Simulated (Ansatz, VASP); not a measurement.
Al: VASP beside Ansatz

```
Al
1.0
     2.70185    0.00000    0.00000
    -1.35092    2.33987    0.00000
     0.00000    0.00000    9.24105
Al
4
Cartesian
  -0.4662 0.0000 0.0000
  0.0000 1.5599 2.3103
  0.4662 0.0000 4.6205
  1.3509 0.7800 6.9308
```

Change from the starting cell: mode 4 frozen in at -0.486 Å, equal normal strain along x and y -0.0400.

Alike in both runs: task single point; functional PBE; dispersion D3(BJ); k mesh 18 × 18 × 4; occupations gaussian, width 0.15 eV; no spin polarisation.

|  | VASP | Ansatz |
| --- | --- | --- |
| version | VASP 6.6.1 | Ansatz 0.2.0 |
| potentials or method | VASP PAW PBE potentials, release 64 (Al), cutoff 520 eV | scalar-relativistic, plane waves, PAW |
| valence electrons in the cell | 12 | 12 |

|  | VASP | Ansatz | Ansatz less VASP |
| --- | --- | --- | --- |
| gap on the k mesh at the Fermi level (eV) | none | none | - |
| pressure (GPa) | 10.8 | 10.8 | -0.01 |
| traceless stress, the component that is largest in VASP (GPa) | -0.37 | -0.37 | +0.002 |
| rms of the force components (eV/Å) | 0.233 | 0.233 | +0.0001 |

Atom by atom the forces differ by 0.000 eV/Å (rms over components). A gap of «none» marks a metal or a gap that the smearing closes.
